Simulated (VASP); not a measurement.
# ZrTi (P4/mmm) in VASP: single point with LDA

Aim: the single point of ZrTi with LDA.

All numbers are computed with VASP 6.6.1; they aren't measurements. Logs are shortened: lines on timing, memory, paths and dates and some standing lists are left out, and cuts for length are marked.

## Step 1: The cell of the first run

Symmetry: P4/mmm, No. 123, tetragonal system. Conventional cell: a = 3.112 Å, b = 3.112 Å, c = 4.198 Å, α = 90.00°, β = 90.00°, γ = 90.00°. Within 4.0 Å of Zr (site symmetry 4/mmm) lie 8 Ti at 3.04 Å and 4 Zr at 3.11 Å. Ti (site symmetry 4/mmm) has 8 Zr at 3.04 Å and 4 Ti at 3.11 Å within 4.0 Å.

## Step 2: Single point, LDA

INCAR

```
SYSTEM = ZrTi
PREC = Accurate
ENCUT = 520
EDIFF = 1E-6
ISMEAR = -1
SIGMA = 0.15
LREAL = .FALSE.
LASPH = .TRUE.
NELM = 80
ALGO = Normal
ISIF = 2
LWAVE = .FALSE.
LCHARG = .FALSE.
NBANDS = 19
```

KPOINTS

```
regular mesh
0
G
  8 8 6
  0 0 0
```

POSCAR

```
ZrTi
1.0
    3.1119350000      0.0000000000      0.0000000000
    0.0000000000      3.1119350000      0.0000000000
    0.0000000000      0.0000000000      4.1977650000
Zr Ti
1 1
Direct
    0.5000000000      0.5000000000      0.5000000000
    0.0000000000      0.0000000000      0.0000000000
```

Potentials or basis: VASP PAW LDA potentials, release 64 (Zr_sv, Ti_sv).

Started as:

```console
$ cat potpaw_LDA.64/Zr_sv/POTCAR potpaw_LDA.64/Ti_sv/POTCAR > POTCAR
$ mpirun -np 1 vasp_std > vasp.out
```

OUTCAR:

```text
SYSTEM = ZrTi
   PREC = Accurate
   ENCUT = 520
   EDIFF = 1E-6
   ISMEAR = -1
   LREAL = .FALSE.
   LASPH = .TRUE.
   NELM = 80
   ISIF = 2

 ion  position               nearest neighbor table
   1  0.500  0.500  0.500-   2 3.04   2 3.04   2 3.04   2 3.04   2 3.04   2 3.04   2 3.04   2 3.04

   2  0.000  0.000  0.000-   1 3.04   1 3.04   1 3.04   1 3.04   1 3.04   1 3.04   1 3.04   1 3.04

  LATTYP: Found a simple tetragonal cell.
 ALAT       =     3.1119350000
 C/A-ratio  =     1.3489243831

  Lattice vectors:

 A1 = (   3.1119350000,   0.0000000000,   0.0000000000)
 A2 = (   0.0000000000,   3.1119350000,   0.0000000000)
 A3 = (   0.0000000000,   0.0000000000,   4.1977650000)

Analysis of symmetry for initial positions (statically):
=====================================================================
 Subroutine PRICEL returns:
 Original cell was already a primitive cell.

 Routine SETGRP: Setting up the symmetry group for a
 simple tetragonal supercell.

 Subroutine GETGRP returns: Found 16 space group operations
 (whereof 16 operations were pure point group operations)
 out of a pool of 16 trial point group operations.

The static configuration has the point symmetry D_4h.

Analysis of symmetry for dynamics (positions and initial velocities):
=====================================================================
 Subroutine PRICEL returns:
 Original cell was already a primitive cell.

 Routine SETGRP: Setting up the symmetry group for a
 simple tetragonal supercell.

 Subroutine GETGRP returns: Found 16 space group operations
 (whereof 16 operations were pure point group operations)
 out of a pool of 16 trial point group operations.

The dynamic configuration has the point symmetry D_4h.

 Subroutine INISYM returns: Found 16 space group operations
 (whereof 16 operations are pure point group operations),
 and found     1 'primitive' translations

----------------------------------------------------------------------------------------

                                     Primitive cell

  volume of cell :      40.6517

  direct lattice vectors                    reciprocal lattice vectors
     3.111935000  0.000000000  0.000000000     0.321343473  0.000000000  0.000000000
     0.000000000  3.111935000  0.000000000     0.000000000  0.321343473  0.000000000
     0.000000000  0.000000000  4.197765000     0.000000000  0.000000000  0.238222006

  length of vectors
     3.111935000  3.111935000  4.197765000     0.321343473  0.321343473  0.238222006

  position of ions in fractional coordinates (direct lattice)
     0.500000000  0.500000000  0.500000000
     0.000000000  0.000000000  0.000000000

  ion indices of the primitive-cell ions
   primitive index   ion index
                 1           1
                 2           2

----------------------------------------------------------------------------------------

 KPOINTS: regular mesh

Automatic generation of k-mesh.
 Grid dimensions read from file:
 generate k-points for:    8    8    6

 Generating k-lattice:

  Cartesian coordinates                     Fractional coordinates (reciprocal lattice)
     0.040167934  0.000000000  0.000000000     0.125000000  0.000000000  0.000000000
     0.000000000  0.040167934  0.000000000     0.000000000  0.125000000  0.000000000
     0.000000000  0.000000000  0.039703668     0.000000000  0.000000000  0.166666667

  Length of vectors
     0.040167934  0.040167934  0.039703668

  Shift w.r.t. Gamma in fractional coordinates (k-lattice)
     0.000000000  0.000000000  0.000000000

 Subroutine IBZKPT returns following result:
 ===========================================

 Found     60 irreducible k-points:

 Following reciprocal coordinates:
            Coordinates               Weight
  0.000000  0.000000  0.000000      1.000000
  0.125000  0.000000  0.000000      4.000000
  0.250000  0.000000  0.000000      4.000000
  0.375000  0.000000  0.000000      4.000000
  0.500000  0.000000  0.000000      2.000000
  0.125000  0.125000  0.000000      4.000000
[... 16 lines left out ...]
  0.375000  0.125000  0.166667     16.000000
  0.500000  0.125000  0.166667      8.000000
 [... further k-points ...]
   k-points           NKPTS =     60   k-points in BZ     NKDIM =     60   number of bands    NBANDS=     19
   number of dos      NEDOS =    301   number of ions     NIONS =      2
   total plane-waves  NPLWV =  18432
   dimension x,y,z NGX =    24 NGY =   24 NGZ =   32
   dimension x,y,z NGXF=    48 NGYF=   48 NGZF=   64
   ions per type =               1   1
   NGX,Y,Z   is equivalent  to a cutoff of  12.82, 12.82, 12.67 a.u.
   NGXF,Y,Z  is equivalent  to a cutoff of  25.64, 25.64, 25.35 a.u.
 SYSTEM =  ZrTi
   PREC   = accura    normal or accurate (medium, high low for compatibility)
   ISTART =      0    job   : 0-new  1-cont  2-samecut
   ICHARG =      2    charge: 1-file 2-atom 10-const
   ISPIN  =      1    spin polarized calculation?
   LNONCOLLINEAR =      F non collinear calculations
   LSORBIT =      F    spin-orbit coupling
   LASPH  =      T    aspherical Exc in radial PAW
   ENCUT  =  520.0 eV  38.22 Ry    6.18 a.u.   5.79  5.79  7.81*2*pi/ulx,y,z
   NELM   =     80;   NELMIN=  2; NELMDL= -5     # of ELM steps
   EDIFF  = 0.1E-05   stopping-criterion for ELM
   LREAL  =      F    real-space projection
   EDIFFG = 0.1E-04   stopping-criterion for IOM
   NSW    =      0    number of steps for IOM
   IBRION =     -1    ionic relax: 0-MD 1-quasi-New 2-CG
   NFREE  =      0    steps in history (QN), initial steepest desc. (CG)
   ISIF   =      2    stress and relaxation
   ISYM   =      2    0-nonsym 1-usesym 2-fastsym
   POTIM  = 0.5000    time-step for ionic-motion
   TEBEG  =    0.0;   TEEND  =   0.0 temperature during run
   PSTRESS=    0.0 pullay stress
   NELECT =      24.0000    total number of electrons
   NUPDOWN=      -1.0000    fix difference up-down
   EMIN   =  10.00;   EMAX   =-10.00  energy-range for DOS
   EFERMI =   0.00;   METHOD = LEGACY
   ISMEAR =    -1;   SIGMA  =   0.15  broadening in eV -4-tet -1-fermi 0-gaus
   EFERMI_NEDOS =   21; number of points for ismear=-14 and -15
   IALGO  =     38    algorithm
   IMIX   =      4    mixing-type and parameters
     AMIX     =   0.40;   BMIX     =  1.00
     AMIX_MAG =   1.60;   BMIX_MAG =  1.00
  volume/ion in A,a.u.               =      20.33       137.17
  Fermi-wavevector in a.u.,A,eV,Ry     =   1.373364  2.595281 25.662323  1.886128
  Thomas-Fermi vector in A             =   2.498887
   LORBIT       =      0    0 simple, 1 ext, 2 COOP (PROOUT), +10 PAW based schemes
   GGA     = CA    functional components
   LHFCALC =     F    Hartree Fock is set to
   AEXX    =    0.0000 exact exchange contribution
   IVDW    =     0    specifies the selected vdW correction
   LEPSILON=     F    determine dielectric tensor
   LRPA    =     F    only Hartree local field effects (RPA)
 non-spin polarized calculation
  energy-cutoff  :      520.00
  volume of cell :       40.65
 maximum number of plane-waves:      1124
 NGX is ok and might be reduce to    24
   NGX = 11   NGY = 11   NGZ = 15

 number of electron      23.9999997 magnetization

 Free energy of the ion-electron system (eV)
  ---------------------------------------------------
  ext. energy  EPLUGINS =         0.00000000
  ---------------------------------------------------
  free energy    TOTEN  =       -17.73539992 eV

  energy without entropy =      -17.48472365  energy(sigma->0) =      -17.61006179

 E-fermi :   8.3646     XC(G=0): -11.5023

 val. band max:        8.3633436241   @ k =   0.5000   0.0000   0.0000
 cond. band min:       8.4026559027   @ k =   0.3750   0.1250   0.5000
 fundamental gap:      0.0393122787
 Fermi energy:         8.3645718740

 k-point     1 :       0.0000    0.0000    0.0000
  band No.  band energies     occupation
      1     -47.7534      2.00000
      2     -39.7526      2.00000
      3     -24.4162      2.00000
      4     -24.2793      2.00000
      5     -24.2793      2.00000
      6     -17.9350      2.00000
[... 11 lines left out ...]
     18      13.2485      0.00000
     19      13.2507      0.00000

 k-point     2 :       0.1250    0.0000    0.0000
  band No.  band energies     occupation
      1     -47.7505      2.00000
      2     -39.7428      2.00000
      3     -24.4112      2.00000
      4     -24.3076      2.00000
      5     -24.2765      2.00000
      6     -17.9278      2.00000
[... 11 lines left out ...]
     18      12.7550      0.00000
     19      13.1125      0.00000

 k-point     3 :       0.2500    0.0000    0.0000
  band No.  band energies     occupation
      1     -47.7436      2.00000
      2     -39.7190      2.00000
      3     -24.3991      2.00000
      4     -24.3753      2.00000
      5     -24.2697      2.00000
      6     -17.9732      2.00000
[... 11 lines left out ...]
     18      11.6894      0.00000
     19      12.7403      0.00000

 k-point     4 :       0.3750    0.0000    0.0000
  band No.  band energies     occupation
      1     -47.7366      2.00000
      2     -39.6950      2.00000
      3     -24.4423      2.00000
      4     -24.3870      2.00000
      5     -24.2628      2.00000
      6     -18.2174      2.00000
[... 11 lines left out ...]
     18      12.0241      0.00000
     19      12.2640      0.00000

 k-point     5 :       0.5000    0.0000    0.0000
  band No.  band energies     occupation
      1     -47.7337      2.00000
      2     -39.6851      2.00000
      3     -24.4699      2.00000
      4     -24.3820      2.00000
      5     -24.2600      2.00000
      6     -18.3160      2.00000
[... 11 lines left out ...]
     18      12.0032      0.00000
     19      12.1741      0.00000

 k-point     6 :       0.1250    0.1250    0.0000
  band No.  band energies     occupation
      1     -47.7477      2.00000
      2     -39.7330      2.00000
      3     -24.4065      2.00000
      4     -24.3051      2.00000
      5     -24.3046      2.00000
      6     -17.9199      2.00000
[... 11 lines left out ...]
     18      12.1897      0.00000
     19      13.1424      0.00000

 k-point     7 :       0.2500    0.1250    0.0000
  band No.  band energies     occupation
      1     -47.7408      2.00000
      2     -39.7092      2.00000
      3     -24.3950      2.00000
      4     -24.3728      2.00000
      5     -24.2982      2.00000
      6     -17.9609      2.00000
[... 11 lines left out ...]
     18      11.5828      0.00000
     19      12.9053      0.00000

 k-point     8 :       0.3750    0.1250    0.0000
  band No.  band energies     occupation
      1     -47.7338      2.00000
      2     -39.6852      2.00000
      3     -24.4400      2.00000
      4     -24.3835      2.00000
      5     -24.2917      2.00000
      6     -18.2020      2.00000
[... 256 lines left out ...]
 k-point    20 :       0.5000    0.0000    0.1667
  band No.  band energies     occupation
      1     -47.7336      2.00000
      2     -39.6846      2.00000
      3     -24.4732      2.00000
      4     -24.3868      2.00000
      5     -24.2599      2.00000
      6     -18.3077      2.00000
[... 11 lines left out ...]
     18      12.0806      0.00000
     19      12.3614      0.00000

 k-point    21 :       0.1250    0.1250    0.1667
  band No.  band energies     occupation
      1     -47.7475      2.00000
      2     -39.7331      2.00000
      3     -24.4059      2.00000
      4     -24.3050      2.00000
      5     -24.3044      2.00000
      6     -17.9338      2.00000
[... 11 lines left out ...]
     18      12.2058      0.00000
     19      12.6035      0.00000

 k-point    22 :       0.2500    0.1250    0.1667
  band No.  band energies     occupation
      1     -47.7406      2.00000
      2     -39.7090      2.00000
      3     -24.3969      2.00000
      4     -24.3733      2.00000
      5     -24.2980      2.00000
      6     -17.9593      2.00000
[... 11 lines left out ...]
     18      11.6604      0.00000
     19      12.6244      0.00000

 k-point    23 :       0.3750    0.1250    0.1667
  band No.  band energies     occupation
      1     -47.7337      2.00000
      2     -39.6848      2.00000
      3     -24.4423      2.00000
      4     -24.3869      2.00000
      5     -24.2913      2.00000
      6     -18.1967      2.00000
[... 11 lines left out ...]
     18      11.8951      0.00000
     19      12.6695      0.00000

 k-point    24 :       0.5000    0.1250    0.1667
  band No.  band energies     occupation
      1     -47.7309      2.00000
      2     -39.6747      2.00000
      3     -24.4703      2.00000
      4     -24.3832      2.00000
      5     -24.2885      2.00000
      6     -18.2929      2.00000
[... 11 lines left out ...]
     18      12.3542      0.00000
     19      12.5663      0.00000

 [... further k-points ...]

------------------------ aborting loop because EDIFF is reached ----------------------------------------

  FORCE on cell =-STRESS in cart. coord.  units (eV):
  Direction    XX          YY          ZZ          XY          YZ          ZX
  --------------------------------------------------------------------------------------
  -------------------------------------------------------------------------------------
  Total       -1.6957456     -1.6957456     -1.8465072      0.0000000      0.0000000      0.0000000
  in kB      -66.8331781    -66.8331781    -72.7750348      0.0000000      0.0000000      0.0000000
  external PRESSURE =     -68.8137970 kB  Pullay stress =       0.0000000 kB

 VOLUME and BASIS-vectors are now :
 -----------------------------------------------------------------------------
  energy-cutoff  :      520.00
  volume of cell :       40.65
      direct lattice vectors                 reciprocal lattice vectors
     3.111935000  0.000000000  0.000000000     0.321343473  0.000000000  0.000000000
     0.000000000  3.111935000  0.000000000     0.000000000  0.321343473  0.000000000
     0.000000000  0.000000000  4.197765000     0.000000000  0.000000000  0.238222006

 POSITION                                       TOTAL-FORCE (eV/Angst)
 -----------------------------------------------------------------------------------
      1.55597      1.55597      2.09888         0.000000      0.000000      0.000000
      0.00000      0.00000      0.00000         0.000000      0.000000      0.000000
 -----------------------------------------------------------------------------------
    total drift:                                0.000000      0.000000     -0.000000

  FREE ENERGIE OF THE ION-ELECTRON SYSTEM (eV)
  ---------------------------------------------------
  free  energy   TOTEN  =       -17.7353999209 eV

  energy  without entropy=      -17.4847236520  energy(sigma->0) =      -17.61006179
```

Run time: 45 s. Hardware: 1 thread of Intel Xeon Platinum 8375C at 2.90GHz (Ice Lake), shared host; peak memory 0.17 GiB.

Results:

```yaml
Free_energy: -17.7354 eV
Pressure: -6.9 GPa
Band_gap_on_the_k_mesh: zero (band 12 reaches 9.20 eV, above the bottom of band 13 at 7.87 eV)
```
